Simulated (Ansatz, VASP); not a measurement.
## One calculation of Hf2O, two programs

INCAR

```
PREC     = Accurate       # precision mode
ENCUT    = 600            # plane-wave cutoff, eV
EDIFF    = 1E-7           # SCF threshold, eV
ISMEAR   = 0              # smearing method
SIGMA    = 0.2            # smearing width, eV
LREAL    = False          # projectors in reciprocal space
LASPH    = True           # aspherical terms in the spheres
NELM     = 60             # most SCF steps
ALGO     = Normal         # electronic algorithm
ISIF     = 3              # what is computed and relaxed
LWAVE    = False          # write WAVECAR
LCHARG   = False          # write CHGCAR
GGA      = PE             # functional
IBRION   = 2              # ionic algorithm
NSW      = 36             # ionic steps
EDIFFG   = -0.08          # ionic threshold
```

Contents of KPOINTS:

```
regular mesh
0
Gamma
  3 3 3
```

POSCAR

```
Hf2O
1.0
    5.0800000000      0.0000000000      0.0000000000
    0.0000000000      6.4600000000      0.0000000000
    0.0000000000      0.0000000000      5.5940000000
Hf O
8 4
Direct
    0.2500000000      0.8750000000      0.5830000000
    0.7500000000      0.8750000000      0.9170000000
    0.7500000000      0.6250000000      0.4170000000
    0.2500000000      0.6250000000      0.0830000000
    0.7500000000      0.1250000000      0.4170000000
    0.2500000000      0.1250000000      0.0830000000
    0.2500000000      0.3750000000      0.5830000000
    0.7500000000      0.3750000000      0.9170000000
    0.5000000000      0.8750000000      0.2500000000
    0.0000000000      0.6250000000      0.7500000000
    0.5000000000      0.1250000000      0.7500000000
    0.0000000000      0.3750000000      0.2500000000
```

Input for Ansatz:

```yaml
crystal:
  lattice:
    - [5.08, 0.0, 0.0]
    - [0.0, 6.46, 0.0]
    - [0.0, 0.0, 5.594]
  atoms:
    - { symbol: Hf, position: [0.25, 0.875, 0.583] }
    - { symbol: Hf, position: [0.75, 0.875, 0.917] }
    - { symbol: Hf, position: [0.75, 0.625, 0.417] }
    - { symbol: Hf, position: [0.25, 0.625, 0.083] }
    - { symbol: Hf, position: [0.75, 0.125, 0.417] }
    - { symbol: Hf, position: [0.25, 0.125, 0.083] }
    - { symbol: Hf, position: [0.25, 0.375, 0.583] }
    - { symbol: Hf, position: [0.75, 0.375, 0.917] }
    - { symbol: O, position: [0.5, 0.875, 0.25] }
    - { symbol: O, position: [0.0, 0.625, 0.75] }
    - { symbol: O, position: [0.5, 0.125, 0.75] }
    - { symbol: O, position: [0.0, 0.375, 0.25] }
basis:
  ecutwfc: 420
kpoints:
  mp_grid: { grid: [3, 3, 3] }
hamiltonian:
  xc: pbe
scf:
  occupations: { method: gaussian, width: 0.2 }
  lower_state_search: "off"
output:
  forces: true
  stress: true
  eigenvalues: true
relax:
  adjacent_minimum: "off"
  f_tol: 0.08
  max_steps: 16
  cell: { stress_tol: 0.8 }
```

Alike in both runs: task relaxation of cell and atoms; functional PBE; k mesh 3 × 3 × 3; occupations gaussian, width 0.2 eV; no spin polarisation.

|  | VASP | Ansatz |
| --- | --- | --- |
| version | VASP 6.6.1 | Ansatz 0.2.0 |
| potentials or method | VASP PAW PBE potentials, release 64 (Hf_pv, O), cutoff 600 eV | scalar-relativistic, plane waves, PAW |
| valence electrons in the cell | 104 | 232 |

|  | VASP | Ansatz | Ansatz less VASP |
| --- | --- | --- | --- |
| gap on the k mesh at the Fermi level, each at its own relaxed structure (eV) | none | none | - |
| relaxed volume (Å³/atom) | 15.39 | 15.53 | +0.139 |
| relaxed cell length with the largest relative difference (Å) | 5.519 | 5.540 | +0.0207 |

A gap of «none» marks a metal or a gap that the smearing closes. VASP's potentials hold 104 valence electrons a cell and Ansatz's 232, so a difference there can come from the potentials and not from the codes.

The k mesh is coarse, so the values compare programs but aren't converged. Spin-orbit coupling is off throughout.
